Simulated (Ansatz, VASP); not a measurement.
## SiNi: VASP beside Ansatz

```
Si Ni
1.0
     4.46798    0.00000    0.00000
     0.00000    4.46798    0.00000
     0.00000    0.00000    4.46798
Si Ni
4 4
Direct
  0.82708 0.82708 0.82708
  0.67292 0.17292 0.32708
  0.32708 0.67292 0.17292
  0.17292 0.32708 0.67292
  0.14975 0.14975 0.14975
  0.35025 0.85025 0.64975
  0.64975 0.35025 0.85025
  0.85025 0.64975 0.35025
```

Change from the starting cell: mode 21 (324.1 1/cm) frozen in, largest displacement -0.150 Å.

Alike in both runs: task single point; functional PBEsol; k mesh 10 × 10 × 10; occupations gaussian, width 0.15 eV; no spin polarisation.

|  | VASP | Ansatz |
| --- | --- | --- |
| version | VASP 6.6.1 | Ansatz 0.2.0 |
| potentials or method | VASP PAW PBE potentials, release 64 (Si, Ni), cutoff 520 eV | scalar-relativistic, plane waves, PAW |
| valence electrons in the cell | 56 | 88 |

|  | VASP | Ansatz | Ansatz less VASP |
| --- | --- | --- | --- |
| gap on the k mesh at the Fermi level (eV) | none | none | - |
| pressure (GPa) | 3.6 | 3.4 | -0.18 |
| rms of the force components (eV/Å) | 0.677 | 0.670 | -0.0068 |

VASP's potentials were made for PBE, not for PBEsol. Atom by atom the forces differ by 0.007 eV/Å (rms over components). A gap of «none» marks a metal or a gap that the smearing closes. VASP's potentials hold 56 valence electrons a cell and Ansatz's 88, so a difference there can come from the potentials and not from the codes.
